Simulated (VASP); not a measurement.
# MnF2 (P4_2/mnm) in VASP: notebook

Aim: see how the results for MnF2 move with the level of theory and the settings. Levels: revPBE+D3(BJ)+U, revPBE+D4+U. Tasks: single point.

All numbers are computed with VASP 6.6.1; they aren't measurements. Logs are shortened: lines on timing, memory, paths and dates and some standing lists are left out, and cuts for length are marked.

### Step 1. The cell of the first run

The structure is tetragonal, space group P4_2/mnm (No. 136). Conventional cell: a = 4.998 Å, b = 4.998 Å, c = 3.393 Å, α = 90.00°, β = 90.00°, γ = 90.00°. Within 2.9 Å of Mn (site symmetry mmm) lie 6 F at 2.16 to 2.19 Å. Within 2.9 Å of F (site symmetry m2m) lie 3 Mn at 2.16 to 2.19 Å and 1 F at 2.75 Å.

### Step 2. Single point, revPBE+D3(BJ)+U, collinear spin, ferromagnetic start (14.13 Å³/atom)

INCAR reads:

```
SYSTEM = MnF2
PREC = Accurate ; ENCUT = 520
EDIFF = 1E-7 ; ISMEAR = 0
SIGMA = 0.05 ; LREAL = .False.
LASPH = .True. ; NELM = 150
ALGO = Normal ; ISIF = 2
LWAVE = .False. ; LCHARG = .False.
ISPIN = 2 ; MAGMOM = 4.74 4.74 0.06 0.06 0.06 0.06
LORBIT = 11 ; LMAXMIX = 4
LDAU = .True. ; LDAUTYPE = 2
LDAUL = 2 -1 ; LDAUU = 3.9 0
LDAUJ = 0 0 ; LDAUPRINT = 1
GGA = RE ; IVDW = 12
NBANDS = 40
```

KPOINTS reads:

```
regular mesh
0
Gamma
  6 6 8
  0 0 0
```

POSCAR reads:

```
MnF2
1.0
    4.9979629029      0.0000000000      0.0000000000
    0.0000000000      4.9979629029      0.0000000000
    0.0000000000      0.0000000000      3.3931548638
Mn F
2 4
Direct
    0.0000000000      0.0000000000      0.0000000000
    0.5000000000      0.5000000000      0.5000000000
    0.3051593528      0.3051593528      0.0000000000
    0.1948406472      0.8051593528      0.5000000000
    0.6948406472      0.6948406472      0.0000000000
    0.8051593528      0.1948406472      0.5000000000
```

Potentials or basis: VASP PAW PBE potentials, release 64 (Mn_pv, F).

Launch:

```sh
cat potpaw_PBE.64/Mn_pv/POTCAR potpaw_PBE.64/F/POTCAR > POTCAR
mpirun -np 1 vasp_std > vasp.out
```

OUTCAR:

```text
SYSTEM = MnF2
   PREC = Accurate
   ENCUT = 520
   EDIFF = 1E-7
   ISMEAR = 0
   LREAL = .False.
   LASPH = .True.
   NELM = 150
   ISIF = 2
   ISPIN = 2
   LORBIT = 11
   GGA = RE
   IVDW = 12
 IVDW          = 12

 ion  position               nearest neighbor table
   1  0.000  0.000  0.000-   3 2.16   5 2.16   4 2.19   6 2.19   4 2.19   6 2.19
   2  0.500  0.500  0.500-   4 2.16   6 2.16   5 2.19   3 2.19   3 2.19   5 2.19
   3  0.305  0.305  0.000-   1 2.16   2 2.19   2 2.19
   4  0.195  0.805  0.500-   2 2.16   1 2.19   1 2.19
   5  0.695  0.695  0.000-   1 2.16   2 2.19   2 2.19
   6  0.805  0.195  0.500-   2 2.16   1 2.19   1 2.19

  LATTYP: Found a simple tetragonal cell.
 ALAT       =     4.9979629029
 C/A-ratio  =     0.6789075729

  Lattice vectors:

 A1 = (   4.9979629029,   0.0000000000,   0.0000000000)
 A2 = (   0.0000000000,   4.9979629029,   0.0000000000)
 A3 = (   0.0000000000,   0.0000000000,   3.3931548638)

Analysis of symmetry for initial positions (statically):
=====================================================================
 Subroutine PRICEL returns:
 Original cell was already a primitive cell.

 Routine SETGRP: Setting up the symmetry group for a
 simple tetragonal supercell.

 Subroutine GETGRP returns: Found 16 space group operations
 (whereof  8 operations were pure point group operations)
 out of a pool of 16 trial point group operations.

The static configuration has the point symmetry D_2h.
 The point group associated with its full space group is D_4h.

Analysis of symmetry for dynamics (positions and initial velocities):
=====================================================================
 Subroutine PRICEL returns:
 Original cell was already a primitive cell.

 Routine SETGRP: Setting up the symmetry group for a
 simple tetragonal supercell.

 Subroutine GETGRP returns: Found 16 space group operations
 (whereof  8 operations were pure point group operations)
 out of a pool of 16 trial point group operations.

The dynamic configuration has the point symmetry D_2h.
 The point group associated with its full space group is D_4h.

Analysis of structural, dynamic, and magnetic symmetry:
=====================================================================
 Subroutine PRICEL returns:
 Original cell was already a primitive cell.

 Routine SETGRP: Setting up the symmetry group for a
 simple tetragonal supercell.

 Subroutine GETGRP returns: Found 16 space group operations
 (whereof  8 operations were pure point group operations)
 out of a pool of 16 trial point group operations.

The overall configuration has the point symmetry D_2h.
 The point group associated with its full space group is D_4h.

 Subroutine INISYM returns: Found 16 space group operations
 (whereof  8 operations are pure point group operations),
 and found     1 'primitive' translations

----------------------------------------------------------------------------------------

                                     Primitive cell

  volume of cell :      84.7598

  direct lattice vectors                    reciprocal lattice vectors
     4.997962903  0.000000000  0.000000000     0.200081517  0.000000000  0.000000000
     0.000000000  4.997962903  0.000000000     0.000000000  0.200081517  0.000000000
     0.000000000  0.000000000  3.393154864     0.000000000  0.000000000  0.294710981

  length of vectors
[... 159 lines left out ...]
  o =  0.0118  v =  0.0000  0.0000  0.0000  0.0000  0.0000  0.0000 -0.7071  0.0000 -0.7071  0.0000      0.0000  0.0000  0.0000  0.0000  0.0000  0.0000  0.0000  0.0000  0.0000  0.0000
  o =  0.0486  v =  0.0000  0.0000  0.0000  0.0000  0.0000  0.0000 -0.7071  0.0000  0.7071  0.0000      0.0000  0.0000  0.0000  0.0000  0.0000  0.0000  0.0000  0.0000  0.0000  0.0000
  o =  0.0524  v =  0.0000  0.0000  0.0000  0.0000  0.0000 -0.8022  0.0000  0.5970  0.0000  0.0000      0.0000  0.0000  0.0000  0.0000  0.0000  0.0000  0.0000  0.0000  0.0000  0.0000
  o =  0.9468  v = -0.6076  0.0000 -0.7943  0.0000  0.0000  0.0000  0.0000  0.0000  0.0000  0.0000      0.0000  0.0000  0.0000  0.0000  0.0000  0.0000  0.0000  0.0000  0.0000  0.0000
  o =  0.9495  v =  0.0000 -0.0000  0.0000 -0.0000  1.0000  0.0000  0.0000  0.0000  0.0000  0.0000      0.0000  0.0000  0.0000  0.0000  0.0000  0.0000  0.0000  0.0000  0.0000  0.0000
  o =  0.9495  v =  0.0000  0.7071  0.0000  0.7071  0.0000  0.0000  0.0000  0.0000  0.0000  0.0000      0.0000  0.0000  0.0000  0.0000  0.0000  0.0000  0.0000  0.0000  0.0000  0.0000
  o =  0.9775  v =  0.0000  0.7071  0.0000 -0.7071  0.0000  0.0000  0.0000  0.0000  0.0000  0.0000      0.0000  0.0000  0.0000  0.0000  0.0000  0.0000  0.0000  0.0000  0.0000  0.0000
  o =  0.9800  v = -0.7943  0.0000  0.6076  0.0000 -0.0000  0.0000  0.0000  0.0000  0.0000  0.0000      0.0000  0.0000  0.0000  0.0000  0.0000  0.0000  0.0000  0.0000  0.0000  0.0000

atom =   2  type =  1  l = 2

 onsite density matrix

spin component  1

  0.9677  0.0000  0.0160  0.0000  0.0000
  0.0000  0.9635  0.0000  0.0140  0.0000
  0.0160  0.0000  0.9590  0.0000  0.0000
  0.0000  0.0140  0.0000  0.9635  0.0000
  0.0000  0.0000  0.0000  0.0000  0.9495

spin component  2

  0.0370  0.0000  0.0206  0.0000  0.0000
  0.0000  0.0302  0.0000  0.0184  0.0000
  0.0206  0.0000  0.0247  0.0000 -0.0000
  0.0000  0.0184  0.0000  0.0302  0.0000
  0.0000  0.0000 -0.0000  0.0000  0.0109

 occupancies and eigenvectors

  o =  0.0093  v =  0.0000  0.0000  0.0000  0.0000  0.0000 -0.5970 -0.0000  0.8022  0.0000  0.0000      0.0000  0.0000  0.0000  0.0000  0.0000  0.0000  0.0000  0.0000  0.0000  0.0000
  o =  0.0109  v =  0.0000  0.0000  0.0000  0.0000  0.0000 -0.0000  0.0000  0.0000  0.0000 -1.0000      0.0000  0.0000  0.0000  0.0000  0.0000  0.0000  0.0000  0.0000  0.0000  0.0000
  o =  0.0118  v =  0.0000  0.0000  0.0000  0.0000  0.0000  0.0000 -0.7071  0.0000  0.7071 -0.0000      0.0000  0.0000  0.0000  0.0000  0.0000  0.0000  0.0000  0.0000  0.0000  0.0000
  o =  0.0486  v =  0.0000  0.0000  0.0000  0.0000  0.0000  0.0000 -0.7071  0.0000 -0.7071 -0.0000      0.0000  0.0000  0.0000  0.0000  0.0000  0.0000  0.0000  0.0000  0.0000  0.0000
  o =  0.0524  v =  0.0000  0.0000  0.0000  0.0000  0.0000 -0.8022 -0.0000 -0.5970  0.0000  0.0000      0.0000  0.0000  0.0000  0.0000  0.0000  0.0000  0.0000  0.0000  0.0000  0.0000
  o =  0.9468  v = -0.6076  0.0000  0.7943  0.0000 -0.0000  0.0000  0.0000  0.0000  0.0000  0.0000      0.0000  0.0000  0.0000  0.0000  0.0000  0.0000  0.0000  0.0000  0.0000  0.0000
  o =  0.9495  v =  0.0000  0.0000 -0.0000 -0.0000 -1.0000  0.0000  0.0000  0.0000  0.0000  0.0000      0.0000  0.0000  0.0000  0.0000  0.0000  0.0000  0.0000  0.0000  0.0000  0.0000
  o =  0.9495  v =  0.0000 -0.7071 -0.0000  0.7071 -0.0000  0.0000  0.0000  0.0000  0.0000  0.0000      0.0000  0.0000  0.0000  0.0000  0.0000  0.0000  0.0000  0.0000  0.0000  0.0000
  o =  0.9775  v =  0.0000 -0.7071 -0.0000 -0.7071 -0.0000  0.0000  0.0000  0.0000  0.0000  0.0000      0.0000  0.0000  0.0000  0.0000  0.0000  0.0000  0.0000  0.0000  0.0000  0.0000
  o =  0.9800  v = -0.7943  0.0000 -0.6076  0.0000 -0.0000  0.0000  0.0000  0.0000  0.0000  0.0000      0.0000  0.0000  0.0000  0.0000  0.0000  0.0000  0.0000  0.0000  0.0000  0.0000

 number of electron      53.9999988 magnetization      10.0000003

 Free energy of the ion-electron system (eV)
  ---------------------------------------------------
  ext. energy  EPLUGINS =         0.00000000
  ---------------------------------------------------
  free energy    TOTEN  =       -36.61413373 eV

  energy without entropy =      -36.61413373  energy(sigma->0) =      -36.61413373

 E-fermi :   1.6692     XC(G=0):  -9.0152

 val. band max:        1.2852311380   @ k =   0.0000   0.0000   0.0000
 cond. band min:       3.9936536505   @ k =   0.0000   0.0000   0.0000
 fundamental gap:      2.7084225125
 Fermi energy:         1.6692237791

 spin component 1

 k-point     1 :       0.0000    0.0000    0.0000
  band No.  band energies     occupation
      1     -47.5322      1.00000
      2     -47.5322      1.00000
      3     -47.4757      1.00000
      4     -47.4757      1.00000
      5     -47.4701      1.00000
      6     -47.4689      1.00000
[... 2009 lines left out ...]
     38      13.7444      0.00000
     39      14.4955      0.00000

 [... further k-points ...]

 [bands above 39 left out]

------------------------ aborting loop because EDIFF is reached ----------------------------------------

 Edisp (eV)   -1.60051

 E8    (eV) :    -1.0433

  FORCE on cell =-STRESS in cart. coord.  units (eV):
  Direction    XX          YY          ZZ          XY          YZ          ZX
  --------------------------------------------------------------------------------------
  -------------------------------------------------------------------------------------
  Total      -1.18249    -1.18249    -1.32076     0.00000     0.00000     0.00000
  in kB     -22.35203   -22.35203   -24.96579     0.00000     0.00000     0.00000
  external pressure =      -23.22 kB  Pullay stress =        0.00 kB

 VOLUME and BASIS-vectors are now :
 -----------------------------------------------------------------------------
  energy-cutoff  :      520.00
  volume of cell :       84.76
      direct lattice vectors                 reciprocal lattice vectors
     4.997962903  0.000000000  0.000000000     0.200081517  0.000000000  0.000000000
     0.000000000  4.997962903  0.000000000     0.000000000  0.200081517  0.000000000
     0.000000000  0.000000000  3.393154864     0.000000000  0.000000000  0.294710981

 POSITION                                       TOTAL-FORCE (eV/Angst)
 -----------------------------------------------------------------------------------
      0.00000      0.00000      0.00000         0.000000     -0.000000      0.000000
      2.49898      2.49898      1.69658         0.000000     -0.000000      0.000000
      1.52518      1.52518      0.00000         0.002345      0.002345     -0.000000
      0.97381      4.02416      1.69658        -0.002345      0.002345     -0.000000
      3.47279      3.47279      0.00000        -0.002345     -0.002345      0.000000
      4.02416      0.97381      1.69658         0.002345     -0.002345      0.000000
 -----------------------------------------------------------------------------------
    total drift:                                0.000000      0.000000     -0.000000

  FREE ENERGIE OF THE ION-ELECTRON SYSTEM (eV)
  ---------------------------------------------------
  free  energy   TOTEN  =       -38.2146462008 eV

  energy  without entropy=      -38.2146462008  energy(sigma->0) =      -38.21464620

 total charge

# of ion       s       p       d       tot
------------------------------------------
    1        0.148   6.123   4.920  11.191
    2        0.148   6.123   4.920  11.191
    3        1.736   4.376   0.000   6.111
    4        1.736   4.376   0.000   6.111
    5        1.736   4.376   0.000   6.111
    6        1.736   4.376   0.000   6.111
--------------------------------------------------
tot          7.238  29.748   9.839  46.825

 magnetization (x)

# of ion       s       p       d       tot
------------------------------------------
    1        0.024   0.021   4.661   4.705
    2        0.024   0.021   4.661   4.705
    3        0.006   0.041   0.000   0.047
    4        0.006   0.041   0.000   0.047
    5        0.006   0.041   0.000   0.047
    6        0.006   0.041   0.000   0.047
--------------------------------------------------
tot          0.071   0.206   9.321   9.598
```

Run time: 14 min. Hardware: 1 thread of Intel Xeon 8259CL, shared host; peak memory 0.37 GiB.

Results:

```yaml
Free_energy: -38.2146 eV
Pressure: -2.3 GPa
Largest_force: 0.003 eV/Å
Band_gap_on_the_k_mesh: 2.71 eV
Net_moment: 10.00 μB per cell
Site_moments: Mn +4.71; F +0.05 μB
Valence_electrons_inside_the_program's_atomic_spheres: Mn 11.19; F 6.11
Dispersion_energy_per_atom: -0.267 eV
```

Forces in eV/Å, atoms in the order of the input:
```
Mn   0.000  0.000  0.000
Mn   0.000  0.000  0.000
F    0.002  0.002  0.000
F   -0.002  0.002  0.000
F   -0.002 -0.002  0.000
F    0.002 -0.002  0.000
```

Levels at points of the mesh, in eV from the valence-band top:
Spin up:
```
           k point  band 28  band 29  band 30  band 31  band 32  band 33  band 34  band 35  band 36  band 37
(0.00, 0.00, 0.00)    -2.10    -1.53    -0.50    -0.50     0.00     2.71     8.10     8.10     8.77    11.15
(0.50, 0.00, 0.00)    -1.92    -0.80    -0.80    -0.62    -0.62     4.96     4.96     9.28     9.28    11.13
(0.50, 0.50, 0.00)    -1.74    -1.22    -1.22    -0.51    -0.51     6.17     6.17     7.24     7.24    13.15
(0.00, 0.00, 0.50)    -1.71    -1.33    -1.33    -1.11    -1.11     7.08     7.08    10.78    10.78    11.03
(0.50, 0.00, 0.50)    -2.06    -1.63    -1.63    -0.25    -0.25     8.05     8.05     8.44     8.44    12.21
(0.50, 0.50, 0.50)    -1.92    -1.35    -1.35    -0.85    -0.85     7.87     7.87     9.61     9.61    10.19
```
Spin down:
| k point | band 18 | band 19 | band 20 | band 21 | band 22 | band 23 | band 24 | band 25 | band 26 | band 27 |
| --- | --- | --- | --- | --- | --- | --- | --- | --- | --- | --- |
| (0.00, 0.00, 0.00) | -3.76 | -3.15 | -2.76 | -2.76 | -2.49 | 3.77 | 5.01 | 5.36 | 5.55 | 5.62 |
| (0.50, 0.00, 0.00) | -3.58 | -3.45 | -3.45 | -2.77 | -2.77 | 5.16 | 5.16 | 5.67 | 5.67 | 5.72 |
| (0.50, 0.50, 0.00) | -3.53 | -3.17 | -3.17 | -3.02 | -3.02 | 5.09 | 5.09 | 5.63 | 5.63 | 5.70 |
| (0.00, 0.00, 0.50) | -3.67 | -3.25 | -3.25 | -3.08 | -3.08 | 5.47 | 5.47 | 5.49 | 5.49 | 5.59 |
| (0.50, 0.00, 0.50) | -3.78 | -3.11 | -3.11 | -2.93 | -2.93 | 5.23 | 5.23 | 5.55 | 5.55 | 5.85 |
| (0.50, 0.50, 0.50) | -3.65 | -2.90 | -2.90 | -2.85 | -2.85 | 5.49 | 5.49 | 5.49 | 5.49 | 5.74 |

Eigenvalues of the final occupation matrices:
| site | spin | trace | eigenvalues |
| --- | --- | --- | --- |
| site 1 d | 1 | 4.80 | 0.95 0.95 0.95 0.98 0.98 |
| site 1 d | 2 | 0.13 | 0.01 0.01 0.01 0.05 0.05 |
| site 2 d | 1 | 4.80 | 0.95 0.95 0.95 0.98 0.98 |
| site 2 d | 2 | 0.13 | 0.01 0.01 0.01 0.05 0.05 |

Caveat: the PAW data sets were made with another functional, which shifts forces and pressure a little; the run started ferromagnetic, and an antiferromagnetic order may lie lower in energy.

### Step 3. Single point, revPBE+D4+U, collinear spin, ferromagnetic start (14.15 Å³/atom)

INCAR reads:

```
PREC = Accurate ; ENCUT = 520
EDIFF = 1E-6 ; ISMEAR = 0
SIGMA = 0.05 ; LREAL = F
LASPH = T ; NELM = 150
ALGO = Normal ; ISIF = 2
LWAVE = F ; LCHARG = F
ISPIN = 2 ; MAGMOM = 4.73 4.73 0.06 0.06 0.06 0.06
LORBIT = 11 ; LMAXMIX = 4
LDAU = T ; LDAUTYPE = 2
LDAUL = 2 -1 ; LDAUU = 3.9 0
LDAUJ = 0 0 ; LDAUPRINT = 1
GGA = RE ; IVDW = 13
NBANDS = 40
```

KPOINTS reads:

```
regular mesh
0
Gamma
  6 6 8
```

POSCAR reads:

```
MnF2
1.0
    4.9960599238      0.0000000000      0.0000000000
    0.0000000000      4.9960599238      0.0000000000
    0.0000000000      0.0000000000      3.4001863589
Mn F
2 4
Direct
    0.0000000000      0.0000000000      0.0000000000
    0.5000000000      0.5000000000      0.5000000000
    0.3051479771      0.3051479771      0.0000000000
    0.1948520229      0.8051479771      0.5000000000
    0.6948520229      0.6948520229      0.0000000000
    0.8051479771      0.1948520229      0.5000000000
```

Potentials or basis: VASP PAW PBE potentials, release 64 (Mn_pv, F).

Launch:

```sh
cat potpaw_PBE.64/Mn_pv/POTCAR potpaw_PBE.64/F/POTCAR > POTCAR
mpirun -np 1 vasp_std > vasp.out
```

Run time: 5.8 min. Hardware: 1 thread of Intel Xeon 8259CL, shared host; peak memory 0.39 GiB.

Results (log left out):

```yaml
Free_energy: -38.2639 eV
Pressure: -2.3 GPa
Largest_force: 0.004 eV/Å
Band_gap_on_the_k_mesh: 2.71 eV
Net_moment: 10.00 μB per cell
Site_moments: Mn +4.71; F +0.05 μB
Valence_electrons_inside_the_program's_atomic_spheres: Mn 11.19; F 6.11
Dispersion_energy_per_atom: -0.275 eV
```

Forces on the atoms (eV/Å):
```
Mn   0.000  0.000  0.000
Mn   0.000  0.000  0.000
F    0.003  0.003  0.000
F   -0.003  0.003  0.000
F   -0.003 -0.003  0.000
F    0.003 -0.003  0.000
```

Stress tensor (GPa, compression positive):
```
-2.22  0.00  0.00
 0.00 -2.22  0.00
 0.00  0.00 -2.49
```

Levels at points of the mesh, in eV from the valence-band top:
Spin up:
| k point | band 29 | band 30 | band 31 | band 32 | band 33 | band 34 | band 35 | band 36 |
| --- | --- | --- | --- | --- | --- | --- | --- | --- |
| (0.00, 0.00, 0.00) | -1.53 | -0.51 | -0.51 | 0.00 | 2.71 | 8.10 | 8.10 | 8.76 |
| (0.50, 0.00, 0.00) | -0.80 | -0.80 | -0.62 | -0.62 | 4.96 | 4.96 | 9.27 | 9.27 |
| (0.50, 0.50, 0.00) | -1.22 | -1.22 | -0.51 | -0.51 | 6.16 | 6.16 | 7.24 | 7.24 |
| (0.00, 0.00, 0.50) | -1.34 | -1.34 | -1.10 | -1.10 | 7.06 | 7.06 | 10.78 | 10.78 |
| (0.50, 0.00, 0.50) | -1.63 | -1.63 | -0.26 | -0.26 | 8.03 | 8.03 | 8.43 | 8.43 |
| (0.50, 0.50, 0.50) | -1.36 | -1.36 | -0.85 | -0.85 | 7.85 | 7.85 | 9.61 | 9.61 |
Spin down:
```
           k point  band 20  band 21  band 22  band 23  band 24  band 25
(0.00, 0.00, 0.00)    -2.75    -2.75    -2.48     3.76     5.02     5.37
(0.50, 0.00, 0.00)    -3.44    -2.76    -2.76     5.16     5.16     5.67
(0.50, 0.50, 0.00)    -3.16    -3.01    -3.01     5.09     5.09     5.63
(0.00, 0.00, 0.50)    -3.24    -3.07    -3.07     5.47     5.47     5.49
(0.50, 0.00, 0.50)    -3.10    -2.92    -2.92     5.23     5.23     5.54
(0.50, 0.50, 0.50)    -2.89    -2.84    -2.84     5.49     5.49     5.50
```

Eigenvalues of the final occupation matrices:
| site | spin | trace | eigenvalues |
| --- | --- | --- | --- |
| site 1 d | 1 | 4.80 | 0.95 0.95 0.95 0.98 0.98 |
| site 1 d | 2 | 0.13 | 0.01 0.01 0.01 0.05 0.05 |
| site 2 d | 1 | 4.80 | 0.95 0.95 0.95 0.98 0.98 |
| site 2 d | 2 | 0.13 | 0.01 0.01 0.01 0.05 0.05 |

Caveat: the PAW data sets were made with another functional, which shifts forces and pressure a little; the run started ferromagnetic, and an antiferromagnetic order may lie lower in energy.
